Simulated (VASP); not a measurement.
# B33N31 (a cell with a defect) in VASP: further runs

The runs below take B33N31 (a cell with a defect) through single point, with PBEsol, HSE06.

All numbers are computed with VASP 6.6.1; they aren't measurements. Logs are shortened: lines on timing, memory, paths and dates and some standing lists are left out, and cuts for length are marked.

### Step 1. The cell of the first run

The cell holds a defect, 64 atoms: a = 7.212 Å, b = 7.212 Å, c = 7.212 Å, α = 90.00°, β = 90.00°, γ = 90.00°.

### Step 2. Single point, PBEsol

Input file INCAR:

```
SYSTEM = B33N31
PREC = Accurate
ENCUT = 520
EDIFF = 1E-6
ISMEAR = -1
SIGMA = 0.05
LREAL = Auto
LASPH = .TRUE.
NELM = 120
ALGO = Normal
ISIF = 2
LWAVE = .FALSE.
LCHARG = .FALSE.
GGA = PS
NELECT = 252.0
ISYM = -1
NBANDS = 165
GGA_COMPAT = .FALSE.
```

Input file KPOINTS:

```
explicit points
1
Reciprocal
  0.25000000   0.25000000   0.25000000 1
```

Input file POSCAR:

```
B33N31
1.0
    7.2115910000      0.0000000000      0.0000000000
    0.0000000000      7.2115910000      0.0000000000
    0.0000000000      0.0000000000      7.2115910000
B N
33 31
Direct
    0.0010120000      0.0009430000      0.0008180000
    0.0035670000      0.0034990000      0.4993940000
    0.0024640000      0.4990320000      0.0023000000
    0.0022150000      0.5004890000      0.4995500000
    0.4991120000      0.0023790000      0.0022870000
    0.5005280000      0.0021540000      0.4995270000
    0.5004990000      0.5004450000      0.0015740000
    0.4853260000      0.4852500000      0.4918220000
    0.6211640000      0.6206850000      0.5955610000
    0.2504790000      0.2504310000      0.0003130000
    0.2478950000      0.2478160000      0.4987780000
    0.2483080000      0.7535160000      0.0026490000
    0.2489930000      0.7476600000      0.4979480000
    0.7536090000      0.2482000000      0.0026900000
    0.7477080000      0.2489260000      0.4979300000
    0.7496950000      0.7496260000      0.0020940000
    0.7694970000      0.7695270000      0.4971110000
    0.2504800000      0.0004360000      0.2500190000
    0.2481780000      0.0030380000      0.7535390000
    0.2480100000      0.4985120000      0.2478020000
    0.2493180000      0.4985950000      0.7474510000
    0.7536720000      0.0019490000      0.2484620000
    0.7509400000      0.0031430000      0.7496210000
    0.7477310000      0.4988800000      0.2499640000
    0.7697030000      0.4855900000      0.7691340000
    0.0005100000      0.2504200000      0.2500190000
    0.0031500000      0.2480900000      0.7535990000
    0.0020140000      0.7536360000      0.2484790000
    0.0031940000      0.7508490000      0.7496150000
    0.4985530000      0.2479260000      0.2477940000
    0.4986450000      0.2492400000      0.7474520000
    0.4989590000      0.7476830000      0.2499690000
    0.4856890000      0.7695820000      0.7690150000
    0.1253460000      0.1253020000      0.1250930000
    0.1255110000      0.1254580000      0.6246000000
    0.1246800000      0.6245460000      0.1244260000
    0.1256270000      0.6252490000      0.6250510000
    0.6246230000      0.1246000000      0.1244010000
    0.6252960000      0.1255830000      0.6250490000
    0.6252050000      0.6251490000      0.1257120000
    0.3749170000      0.3748550000      0.1238020000
    0.3691770000      0.3691070000      0.6240990000
    0.3759320000      0.8749390000      0.1252640000
    0.3775980000      0.8729740000      0.6232280000
    0.8750220000      0.3758580000      0.1252650000
    0.8730060000      0.3775850000      0.6232130000
    0.8754300000      0.8753760000      0.1252280000
    0.8816020000      0.8815470000      0.6268330000
    0.3748020000      0.1240860000      0.3746050000
    0.3756930000      0.1251020000      0.8752460000
    0.3702170000      0.6237270000      0.3708210000
    0.3778190000      0.6237940000      0.8725620000
    0.8755180000      0.1255650000      0.3751140000
    0.8756000000      0.1262770000      0.8757590000
    0.8746060000      0.6243470000      0.3771840000
    0.8761130000      0.6263130000      0.8754470000
    0.1241680000      0.3747470000      0.3746010000
    0.1251650000      0.3756460000      0.8752640000
    0.1256180000      0.8754500000      0.3751360000
    0.1263380000      0.8755230000      0.8757320000
    0.6237850000      0.3701150000      0.3707850000
    0.6238610000      0.3777330000      0.8726020000
    0.6244280000      0.8746160000      0.3771270000
    0.6263760000      0.8760360000      0.8754370000
```

Potentials or basis: VASP PAW PBE potentials, release 64 (B, N).

Started as:

```bash
$ cat potpaw_PBE.64/B/POTCAR potpaw_PBE.64/N/POTCAR > POTCAR
$ mpirun -np 1 vasp_std > vasp.out
```

OUTCAR:

```text
SYSTEM = B33N31
   PREC = Accurate
   ENCUT = 520
   EDIFF = 1E-6
   ISMEAR = -1
   LREAL = Auto
   LASPH = .TRUE.
   NELM = 120
   ISIF = 2
   GGA = PS
   NELECT = 252.0
   ISYM = -1

 ion  position               nearest neighbor table
   1  0.001  0.001  0.001-  34 1.55  47 1.56  54 1.56  60 1.56
   2  0.004  0.003  0.499-  35 1.54  48 1.55  59 1.56  53 1.56
   3  0.002  0.499  0.002-  36 1.54  58 1.55  45 1.56  56 1.58
   4  0.002  0.500  0.500-  57 1.55  37 1.56  55 1.56  46 1.56
   5  0.499  0.002  0.002-  38 1.54  50 1.55  43 1.56  64 1.58
   6  0.501  0.002  0.500-  49 1.55  39 1.56  63 1.56  44 1.57
[... 56 lines left out ...]
  63  0.624  0.875  0.377-  17 1.55   6 1.56  32 1.58  22 1.60
  64  0.626  0.876  0.875-  33 1.49  16 1.57  23 1.57   5 1.58

IMPORTANT INFORMATION: All symmetrisations will be switched off!
NOSYMM: (Re-)initialisation of all symmetry stuff for point group C_1.

----------------------------------------------------------------------------------------

                                     Primitive cell

  volume of cell :     375.0535

  direct lattice vectors                    reciprocal lattice vectors
     7.211591000  0.000000000  0.000000000     0.138665656  0.000000000  0.000000000
     0.000000000  7.211591000  0.000000000     0.000000000  0.138665656  0.000000000
     0.000000000  0.000000000  7.211591000     0.000000000  0.000000000  0.138665656

  length of vectors
     7.211591000  7.211591000  7.211591000     0.138665656  0.138665656  0.138665656

  position of ions in fractional coordinates (direct lattice)
     0.001012000  0.000943000  0.000818000
     0.003567000  0.003499000  0.499394000
     0.002464000  0.499032000  0.002300000
     0.002215000  0.500489000  0.499550000
     0.499112000  0.002379000  0.002287000
     0.500528000  0.002154000  0.499527000
[... 56 lines left out ...]
     0.624428000  0.874616000  0.377127000
     0.626376000  0.876036000  0.875437000

  ion indices of the primitive-cell ions
   primitive index   ion index
                 1           1
                 2           2
                 3           3
                 4           4
                 5           5
                 6           6
[... 56 lines left out ...]
                63          63
                64          64

----------------------------------------------------------------------------------------

 KPOINTS: explicit points

Read explicit list of k-points.

 Found      1 k-points:

 Following reciprocal coordinates:
            Coordinates               Weight
  0.250000  0.250000  0.250000      1.000000
   k-points           NKPTS =      1   k-points in BZ     NKDIM =      1   number of bands    NBANDS=    165
   number of dos      NEDOS =    301   number of ions     NIONS =     64
   total plane-waves  NPLWV = 157464
   dimension x,y,z NGX =    54 NGY =   54 NGZ =   54
   dimension x,y,z NGXF=   108 NGYF=  108 NGZF=  108
   ions per type =              33  31
   NGX,Y,Z   is equivalent  to a cutoff of  12.45, 12.45, 12.45 a.u.
   NGXF,Y,Z  is equivalent  to a cutoff of  24.90, 24.90, 24.90 a.u.
 SYSTEM =  B33N31
   PREC   = accura    normal or accurate (medium, high low for compatibility)
   ISTART =      0    job   : 0-new  1-cont  2-samecut
   ICHARG =      2    charge: 1-file 2-atom 10-const
   ISPIN  =      1    spin polarized calculation?
   LNONCOLLINEAR =      F non collinear calculations
   LSORBIT =      F    spin-orbit coupling
   LASPH  =      T    aspherical Exc in radial PAW
   ENCUT  =  520.0 eV  38.22 Ry    6.18 a.u.  13.41 13.41 13.41*2*pi/ulx,y,z
   NELM   =    120;   NELMIN=  2; NELMDL= -5     # of ELM steps
   EDIFF  = 0.1E-05   stopping-criterion for ELM
   LREAL  =      T    real-space projection
   EDIFFG = 0.1E-04   stopping-criterion for IOM
   NSW    =      0    number of steps for IOM
   IBRION =     -1    ionic relax: 0-MD 1-quasi-New 2-CG
   NFREE  =      0    steps in history (QN), initial steepest desc. (CG)
   ISIF   =      2    stress and relaxation
   ISYM   =     -1    0-nonsym 1-usesym 2-fastsym
   POTIM  = 0.5000    time-step for ionic-motion
   TEBEG  =    0.0;   TEEND  =   0.0 temperature during run
   PSTRESS=    0.0 pullay stress
   NELECT =     252.0000    total number of electrons
   NUPDOWN=      -1.0000    fix difference up-down
   EMIN   =  10.00;   EMAX   =-10.00  energy-range for DOS
   EFERMI =   0.00;   METHOD = LEGACY
   ISMEAR =    -1;   SIGMA  =   0.05  broadening in eV -4-tet -1-fermi 0-gaus
   EFERMI_NEDOS =   21; number of points for ismear=-14 and -15
   IALGO  =     38    algorithm
   IMIX   =      4    mixing-type and parameters
     AMIX     =   0.40;   BMIX     =  1.00
     AMIX_MAG =   1.60;   BMIX_MAG =  1.00
  volume/ion in A,a.u.               =       5.86        39.55
  Fermi-wavevector in a.u.,A,eV,Ry     =   1.433873  2.709626 27.973454  2.055991
  Thomas-Fermi vector in A             =   2.553343
   LORBIT       =      0    0 simple, 1 ext, 2 COOP (PROOUT), +10 PAW based schemes
   GGA     = PS    functional components
   LHFCALC =     F    Hartree Fock is set to
   AEXX    =    0.0000 exact exchange contribution
   IVDW    =     0    specifies the selected vdW correction
   LEPSILON=     F    determine dielectric tensor
   LRPA    =     F    only Hartree local field effects (RPA)
 non-spin polarized calculation
  energy-cutoff  :      520.00
  volume of cell :      375.05
 maximum number of plane-waves:     10107
 NGX is ok and might be reduce to    54
   NGX = 27   NGY = 27   NGZ = 27

 number of electron     252.0000063 magnetization

 Free energy of the ion-electron system (eV)
  ---------------------------------------------------
  ext. energy  EPLUGINS =         0.00000000
  ---------------------------------------------------
  free energy    TOTEN  =      -594.26305597 eV

  energy without entropy =     -594.26301691  energy(sigma->0) =     -594.26303644

 E-fermi :   7.9011     XC(G=0): -13.0031

 val. band max:        7.3496741356   @ k =   0.2500   0.2500   0.2500
 cond. band min:       8.4525652804   @ k =   0.2500   0.2500   0.2500
 fundamental gap:      1.1028911448
 Fermi energy:         7.9011024434

 k-point     1 :       0.2500    0.2500    0.2500
  band No.  band energies     occupation
      1     -12.5070      2.00000
      2     -11.6049      2.00000
      3     -11.5807      2.00000
      4     -11.3610      2.00000
      5     -10.6604      2.00000
      6     -10.6461      2.00000
[... 130 lines left out ...]
    137      15.5837      0.00000
    138      15.6132      0.00000
 [bands above 138 left out]

------------------------ aborting loop because EDIFF is reached ----------------------------------------

  FORCE on cell =-STRESS in cart. coord.  units (eV):
  Direction    XX          YY          ZZ          XY          YZ          ZX
  --------------------------------------------------------------------------------------
  -------------------------------------------------------------------------------------
  Total      -10.4783637    -10.4665915    -14.3110136      4.7800695      3.2301381      3.2541782
  in kB      -44.7621344    -44.7118453    -61.1346899     20.4198020     13.7987073     13.9014035
  external PRESSURE =     -50.2028899 kB  Pullay stress =       0.0000000 kB

 VOLUME and BASIS-vectors are now :
 -----------------------------------------------------------------------------
  energy-cutoff  :      520.00
  volume of cell :      375.05
      direct lattice vectors                 reciprocal lattice vectors
     7.211591000  0.000000000  0.000000000     0.138665656  0.000000000  0.000000000
     0.000000000  7.211591000  0.000000000     0.000000000  0.138665656  0.000000000
     0.000000000  0.000000000  7.211591000     0.000000000  0.000000000  0.138665656

 POSITION                                       TOTAL-FORCE (eV/Angst)
 -----------------------------------------------------------------------------------
      0.00730      0.00680      0.00590        -0.002992     -0.006996     -0.003929
      0.02572      0.02523      3.60143         0.000784      0.004406     -0.002230
      0.01777      3.59881      0.01659         0.001930      0.003481      0.001229
      0.01597      3.60932      3.60255        -0.000352     -0.004856     -0.002441
      3.59939      0.01716      0.01649        -0.000624      0.001993     -0.003511
      3.60960      0.01553      3.60238        -0.000865     -0.002231      0.002593
[... 56 lines left out ...]
      4.50312      6.30737      2.71969        -0.003903     -0.004749     -0.001671
      4.51717      6.31761      6.31329         0.013550      0.004139      0.000813
 -----------------------------------------------------------------------------------
    total drift:                                0.000724      0.000992      0.000373

  FREE ENERGIE OF THE ION-ELECTRON SYSTEM (eV)
  ---------------------------------------------------
  free  energy   TOTEN  =      -594.2630559716 eV

  energy  without entropy=     -594.2630169140  energy(sigma->0) =     -594.26303644
```

Run time: 84 s. Hardware: 1 thread of Intel Xeon 6975P-C (Granite Rapids), shared host; peak memory 0.39 GiB.

Results:

| Quantity | Value |
| --- | --- |
| Free energy | -594.2631 eV |
| Largest force | 0.051 eV/Å |

Forces on the atoms (eV/Å):
```
B   -0.003 -0.007 -0.004
B    0.001  0.004 -0.002
B    0.002  0.003  0.001
B    0.000 -0.005 -0.002
B   -0.001  0.002 -0.004
B   -0.001 -0.002  0.003
B   -0.002 -0.005 -0.003
B   -0.023 -0.024 -0.018
B    0.021  0.033  0.032
B    0.005 -0.001  0.000
B   -0.006 -0.002 -0.005
B   -0.002 -0.010 -0.005
B    0.007  0.006  0.007
B   -0.013  0.003 -0.008
B    0.008  0.004  0.007
B    0.005  0.006 -0.002
B   -0.002 -0.009 -0.002
B    0.001  0.003  0.000
B    0.001 -0.006 -0.009
B    0.000 -0.008  0.000
B    0.004  0.003  0.005
B   -0.004 -0.005 -0.001
B   -0.001 -0.003  0.006
B    0.005  0.006  0.003
B   -0.013  0.007 -0.016
B    0.004  0.001  0.002
B   -0.009  0.002 -0.016
B   -0.006 -0.009 -0.003
B   -0.002  0.007  0.007
B   -0.005  0.000 -0.003
B    0.005  0.005  0.007
B    0.005  0.005  0.005
B    0.010 -0.009 -0.012
N    0.004 -0.001  0.004
N   -0.001  0.000 -0.002
N   -0.003  0.005 -0.002
N    0.002 -0.002  0.003
N   -0.002  0.000  0.001
N    0.003 -0.002  0.003
N    0.003  0.001  0.002
N   -0.002 -0.002  0.000
N    0.000  0.002  0.001
N    0.002  0.005  0.002
N   -0.007  0.004 -0.010
N    0.001  0.005  0.004
N    0.006 -0.015 -0.005
N    0.000 -0.003 -0.002
N    0.001  0.003  0.008
N   -0.004  0.001 -0.006
N    0.006  0.002  0.006
N    0.002  0.001  0.003
N   -0.012 -0.009  0.006
N    0.004  0.001  0.006
N   -0.002 -0.003 -0.003
N    0.000  0.001 -0.010
N    0.008  0.013  0.009
N   -0.002 -0.002 -0.001
N    0.004  0.005  0.001
N    0.002  0.005  0.001
N   -0.003 -0.002  0.003
N   -0.001  0.003  0.002
N   -0.009 -0.011  0.004
N   -0.004 -0.005 -0.002
N    0.014  0.004  0.001
```

Caveat: the cell carries a net charge on a neutralising background, which shifts energy and pressure; the cell is charged against a uniform background, so pressure and absolute levels hang on convention; the PAW data sets were made with another functional, which shifts forces and pressure a little.

### Step 3. Single point, HSE06

POSCAR is that of step 2.

Input file INCAR.step1:

```
SYSTEM = B33N31
PREC = Accurate
ENCUT = 520
EDIFF = 1E-5
ISMEAR = -1
SIGMA = 0.05
LREAL = Auto
LASPH = .TRUE.
NELM = 120
ALGO = Normal
ISIF = 2
LWAVE = .TRUE.
GGA = PE
NELECT = 252.0
ISYM = -1
NBANDS = 165
GGA_COMPAT = .FALSE.
```

Input file INCAR.step2:

```
SYSTEM = B33N31
PREC = Accurate
ENCUT = 520
EDIFF = 1E-6
ISMEAR = -1
SIGMA = 0.05
LREAL = Auto
LASPH = .TRUE.
NELM = 120
ALGO = Normal
ISIF = 2
LWAVE = .FALSE.
LCHARG = .TRUE.
GGA = PE
LHFCALC = .TRUE.
HFSCREEN = 0.2079
PRECFOCK = Fast
LELF = .TRUE.
LVHAR = .TRUE.
ISTART = 1
NELECT = 252.0
ISYM = -1
NBANDS = 165
GGA_COMPAT = .FALSE.
```

KPOINTS is that of step 2.

Potentials or basis: VASP PAW PBE potentials, release 64 (B, N).

Started as:

```bash
$ cat potpaw_PBE.64/B/POTCAR potpaw_PBE.64/N/POTCAR > POTCAR
$ cp INCAR.step1 INCAR
$ mpirun -np 1 vasp_std > vasp.out
$ cp INCAR.step2 INCAR
$ mpirun -np 1 vasp_std > vasp.out
```

Wall time 6.7 min (1 thread of Intel Xeon 6975P-C (Granite Rapids), shared host); peak memory 0.59 GiB.

The run converged. Its results:

```
Free energy   : -657.1567 eV
Largest force : 0.786 eV/Å
```

Forces in eV/Å, atoms in the order of the input:
```
B   -0.002 -0.005  0.015
B    0.006  0.010 -0.003
B    0.033 -0.037  0.045
B    0.031 -0.007 -0.035
B   -0.041  0.033  0.040
B   -0.004  0.029 -0.030
B   -0.020 -0.023  0.048
B   -0.113 -0.115 -0.038
B   -0.182 -0.171 -0.660
B   -0.026 -0.032  0.020
B   -0.008 -0.003  0.010
B   -0.041  0.012  0.037
B   -0.055  0.003 -0.039
B    0.009 -0.036  0.035
B    0.005 -0.058 -0.039
B    0.028  0.030  0.053
B    0.256  0.249 -0.048
B   -0.026  0.001 -0.008
B   -0.038  0.026  0.013
B   -0.003  0.008  0.004
B   -0.056 -0.051  0.002
B   -0.012  0.015 -0.020
B    0.039  0.034  0.007
B    0.022 -0.030 -0.056
B    0.479 -0.414  0.464
B    0.001 -0.026 -0.005
B    0.023 -0.037  0.007
B    0.013 -0.017 -0.023
B    0.035  0.047  0.008
B    0.011 -0.003  0.001
B   -0.049 -0.055  0.004
B   -0.031  0.021 -0.054
B   -0.411  0.482  0.466
N    0.024  0.017  0.002
N   -0.007 -0.006  0.025
N   -0.008  0.041 -0.033
N    0.007 -0.008 -0.005
N    0.035 -0.005 -0.030
N   -0.003  0.003 -0.005
N   -0.006 -0.008 -0.009
N    0.016  0.017 -0.028
N    0.029  0.031 -0.047
N    0.009  0.008  0.004
N    0.180 -0.155  0.056
N    0.004  0.012  0.005
N   -0.155  0.174  0.061
N   -0.003 -0.007 -0.019
N   -0.044 -0.043 -0.056
N    0.007 -0.014  0.005
N    0.024  0.017 -0.001
N    0.033 -0.049  0.034
N    0.169  0.054 -0.142
N    0.013  0.022  0.012
N   -0.004 -0.008 -0.005
N   -0.097  0.025  0.112
N   -0.096 -0.041 -0.087
N   -0.017  0.008  0.010
N    0.018  0.023 -0.006
N    0.023  0.013  0.007
N   -0.008 -0.004  0.001
N   -0.051  0.033  0.034
N    0.055  0.171 -0.145
N    0.020 -0.103  0.121
N   -0.040 -0.100 -0.095
```

Levels at points of the mesh, in eV from the Fermi level:
```csv
k point,band 122,band 123,band 124,band 125,band 126,band 127,band 128,band 129,band 130,band 131
"(0.25, 0.25, 0.25)",-2.42,-2.23,-1.68,-1.61,-1.12,1.13,1.57,6.06,6.24,6.26
```

Caveat: the cell carries a net charge on a neutralising background, which shifts energy and pressure; the cell is charged against a uniform background, so pressure and absolute levels hang on convention; the PAW data sets were made with another functional, which shifts forces and pressure a little.
